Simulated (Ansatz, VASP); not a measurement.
TiAl3: VASP beside Ansatz

INCAR

```
SYSTEM = TiAl3
PREC = Accurate
ENCUT = 520
EDIFF = 1E-6
ISMEAR = 0
SIGMA = 0.1
LREAL = .FALSE.
LASPH = .TRUE.
NELM = 80
ALGO = Fast
ISIF = 2
LWAVE = .FALSE.
LCHARG = .FALSE.
GGA = PS
NBANDS = 18
```

File KPOINTS:

```
regular mesh
0
G
  10 6 6
  0 0 0
```

POSCAR

```
TiAl3
1.0
    2.8116683263     -0.0196588470     -0.0186566057
   -0.0324080002      4.6421640465     -0.0100864170
   -0.0321977504     -0.0105593121      4.9349421324
Ti Al
1 3
Direct
   -0.0267402667      0.4885473599      0.1760357973
    0.5033607929      0.5236931408      0.6745434641
    0.4735485346      0.0418715234      0.3082792194
    0.0048113747     -0.0030813399      0.8463180768
```

Input for Ansatz:

```yaml
crystal:
  lattice:
    - [2.8116683263, -0.019658847, -0.0186566057]
    - [-0.0324080002, 4.6421640465, -0.010086417]
    - [-0.0321977504, -0.0105593121, 4.9349421324]
  atoms:
    - { symbol: Ti, position: [-0.0267402667, 0.4885473599, 0.1760357973] }
    - { symbol: Al, position: [0.5033607929, 0.5236931408, 0.6745434641] }
    - { symbol: Al, position: [0.4735485346, 0.0418715234, 0.3082792194] }
    - { symbol: Al, position: [0.0048113747, -0.0030813399, 0.8463180768] }
basis:
  ecutwfc: 420
kpoints:
  mp_grid: { grid: [10, 6, 6] }
hamiltonian:
  xc: pbesol
scf:
  occupations: { method: gaussian, width: 0.1 }
output:
  forces: true
  stress: true
  eigenvalues: true
```

Change from the starting cell: all atoms moved at random (sigma 0.1 Å), cell strained at random (1 %).

Alike in both runs: task single point; functional PBEsol; k mesh 10 × 6 × 6; occupations gaussian, width 0.1 eV; no spin polarisation.

|  | VASP | Ansatz |
| --- | --- | --- |
| version | VASP 6.6.1 | Ansatz 0.2.0 |
| potentials or method | VASP PAW PBE potentials, release 64 (Ti_sv, Al), cutoff 520 eV | scalar-relativistic, plane waves, PAW |
| valence electrons in the cell | 21 | 21 |

|  | VASP | Ansatz | Ansatz less VASP |
| --- | --- | --- | --- |
| gap on the k mesh at the Fermi level (eV) | none | none | - |
| pressure (GPa) | 0.9 | 0.9 | +0.01 |
| traceless stress, the component that is largest in VASP (GPa) | 2.53 | 2.54 | +0.003 |
| rms of the force components (eV/Å) | 0.769 | 0.766 | -0.0027 |

VASP's potentials were made for PBE, not for PBEsol. Atom by atom the forces differ by 0.003 eV/Å (rms over components). A gap of «none» marks a metal or a gap that the smearing closes. The functional is the same, so the differences come from potentials, cutoffs and numerics.
